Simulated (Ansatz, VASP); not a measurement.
**Au in VASP and in Ansatz**

```
CELL_PARAMETERS angstrom
0.00000 2.03624 2.03624
2.03624 0.00000 2.03624
2.03624 2.03624 0.00000
ATOMIC_POSITIONS crystal
Au 0.00000 0.00000 0.00000
```

Alike in both runs: task single point; functional PBE; k mesh 12 × 12 × 12; occupations fermi-dirac, width 0.06 eV; no spin polarisation.

```csv
,VASP,Ansatz
version,VASP 6.6.1,Ansatz 0.2 development build
potentials or method,"VASP PAW PBE potentials, release 64 (Au), cutoff 520 eV","all-electron full-potential LAPW, scalar-relativistic"
```

VASP gave:

* pressure (GPa): 10.1

Problem. Which values does Ansatz return?

Solution. Pressure (GPa): 10.4.

Ansatz ran all-electron here, and VASP with PAW potentials.

Neither program's run includes spin-orbit coupling.
